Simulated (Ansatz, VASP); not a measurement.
C: VASP beside Ansatz

The input INCAR:

```
SYSTEM = C
ALGO     = Normal         ! electronic algorithm
EDIFF    = 1E-6           ! SCF threshold, eV
ENCUT    = 520            ! plane-wave cutoff, eV
GGA      = PE             ! functional
ISIF     = 2              ! what is computed and relaxed
ISMEAR   = 0              ! smearing method
LASPH    = .True.         ! aspherical terms in the spheres
LCHARG   = .False.        ! write CHGCAR
LREAL    = .False.        ! projectors in reciprocal space
LWAVE    = .False.        ! write WAVECAR
NBANDS   = 11             ! bands
NELM     = 100            ! most SCF steps
PREC     = Accurate       ! precision mode
SIGMA    = 0.05           ! smearing width, eV
```

File KPOINTS:

```
k-points
0
Gamma
  12 12 12
  0 0 0
```

The input POSCAR:

```
C
1.0
    0.0000000000      1.7850628279      1.8732449316
    1.7850628279      0.0000000000      1.8732449316
    1.7850628279      1.7850628279      0.0000000000
C
2
Direct
    0.5000000000      0.5000000000      0.5000000000
    0.7500000000      0.7500000000      0.7500000000
```

Input for Ansatz:

```yaml
crystal:
  lattice:
    - [0.0, 1.7850628279, 1.8732449316]
    - [1.7850628279, 0.0, 1.8732449316]
    - [1.7850628279, 1.7850628279, 0.0]
  atoms:
    - { symbol: C, position: [0.5, 0.5, 0.5] }
    - { symbol: C, position: [0.75, 0.75, 0.75] }
basis:
  ecutwfc: 520.0
kpoints:
  mp_grid: { grid: [12, 12, 12] }
hamiltonian:
  xc: pbe
  pseudopotentials: { kind: paw, azcp: { folder: soft_1 } }
scf:
  occupations: { method: gaussian, width: 0.05 }
output:
  forces: true
  stress: true
  eigenvalues: true
```

Alike in both runs: task single point; functional PBE; k mesh 12 × 12 × 12; occupations gaussian, width 0.05 eV; no spin polarisation.

|  | VASP | Ansatz |
| --- | --- | --- |
| version | VASP 6.6.1 | Ansatz 0.2.0 |
| potentials or method | VASP PAW PBE potentials, release 64 (C), cutoff 520 eV | scalar-relativistic, plane waves, PAW |
| valence electrons in the cell | 8 | 8 |

```tsv
	VASP	Ansatz	Ansatz less VASP
gap on the k mesh at the Fermi level (eV)	3.45	3.46	+0.008
least direct gap on the mesh (eV)	5.03	5.03	+0.004
pressure (GPa)	-18.1	-18.5	-0.45
traceless stress, the component that is largest in VASP (GPa)	-29.63	-29.63	+0.007
```
